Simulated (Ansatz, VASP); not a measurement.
## Two plane-wave programs on TaN

```
Ta N
1.0
     0.00000    2.18763    2.18763
     2.18763    0.00000    2.18763
     2.18763    2.18763    0.00000
Ta N
1 1
Cartesian
  2.1876 2.1876 2.1876
  0.0000 0.0000 0.0000
```

Alike in both runs: functional PBEsol; k mesh 10 × 10 × 10; no spin polarisation.

Ansatz relaxed the structure, and its values are those at the end. VASP's run is a single point on that final structure, the one shown.

|  | VASP | Ansatz |
| --- | --- | --- |
| version | VASP 6.6.1 | Ansatz 0.2.0 |
| potentials or method | VASP PAW PBE potentials, release 64 (Ta_pv, N), cutoff 520 eV | plane waves, PAW |
| occupations | methfessel-paxton of order 1, width 0.05 eV | cold, width 0.05 eV |
| valence electrons in the cell | 16 | 18 |

Ansatz gave:

| Property | Result |
| --- | --- |
| pressure (GPa) | 0.0 |

Problem. Which values does VASP return?

Solution. Pressure (GPa): 1.0.

VASP's potentials were made for PBE, not for PBEsol. VASP's potentials hold 16 valence electrons a cell and Ansatz's 18, so a difference there can come from the potentials and not from the codes.

Neither program's run includes spin-orbit coupling.
